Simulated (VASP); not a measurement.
A run of VASP 6.6.1 is set up as follows.

File INCAR:

```
SYSTEM = C
  ALGO = Normal
  EDIFF = 1E-7
  ENCUT = 520
  GGA = PE
  ISIF = 2
  ISMEAR = 0
  LASPH = .True.
  LCHARG = .False.
  LREAL = .False.
  LWAVE = .False.
  NBANDS = 21
  NELM = 100
  PREC = Accurate
  SIGMA = 0.1
```

Contents of KPOINTS:

```
k-points
0
Gamma
  8 8 8
  0 0 0
```

File POSCAR:

```
C
1.0
   -2.5230164029      2.5230164029      1.4353986109
    2.5230164029     -2.5230164029      1.4353986109
    2.5230164029      2.5230164029     -1.4353986109
C
6
Direct
    0.5000000000      0.5000000000      0.0000000000
    0.2500000000      0.7500000000      0.5000000000
    0.8033141287      0.6250000000      0.6783141287
    0.9466858713      0.1250000000      0.3216858713
    0.3750000000      0.1966858713      0.3216858713
    0.8750000000      0.0533141287      0.6783141287
```

Potentials or basis: VASP PAW PBE potentials, release 64 (C).

Launch:

```sh
$ cat potpaw_PBE.64/C/POTCAR > POTCAR
$ mpirun -np 1 vasp_std > vasp.out
```

(1) Predict the pressure.

(2) Estimate the largest force.

(3) What does it give for the band gap on the k mesh?

Answers

(1) 0.6 GPa.

(2) 0.072 eV/Å.

(3) 1.41 eV, indirect (least direct gap 2.73 eV).
